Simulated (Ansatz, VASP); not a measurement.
**Two plane-wave programs on Co**

```xyz
8
Lattice="4.4639 0.0000 0.0000 0.0000 4.4639 0.0000 0.0000 0.0000 4.4639" Properties=species:S:1:pos:R:3 pbc="T T T"
Co    2.2320    2.2320    2.2320
Co    0.0000    0.0000    0.0000
Co    1.1160    0.0000    2.2320
Co    2.2320    1.1160    0.0000
Co    2.2320    3.3479    0.0000
Co    3.3479    0.0000    2.2320
Co    0.0000    2.2320    3.3479
Co    0.0000    2.2320    1.1160
```

Alike in both runs: functional PBE; k mesh 8 × 8 × 8; occupations gaussian, width 0.1 eV; collinear spin.

Ansatz relaxed the structure, and its values are those at the end. VASP's run is a single point on that final structure, the one shown.

```csv
,VASP,Ansatz
version,VASP 6.6.1,Ansatz 0.2.0
potentials or method,"VASP PAW PBE potentials, release 64 (Co), cutoff 520 eV","scalar-relativistic, plane waves, PAW"
valence electrons in the cell,72,136
```

Ansatz gave:

- gap on the k mesh at the Fermi level (eV): none
- pressure (GPa): 0.0
- net moment per atom (μB): 1.69
- size of the moment on the site where the two differ most (μB): 1.71

Which values does VASP return?

gap on the k mesh at the Fermi level (eV): none; pressure (GPa): -0.7; net moment per atom (μB): 1.68; size of the moment on the site where the two differ most (μB): 1.66.

Site moments also hang on the region over which each program counts them. A gap of «none» marks a metal or a gap that the smearing closes. VASP's potentials hold 72 valence electrons a cell and Ansatz's 136, so a difference there can come from the potentials and not from the codes.
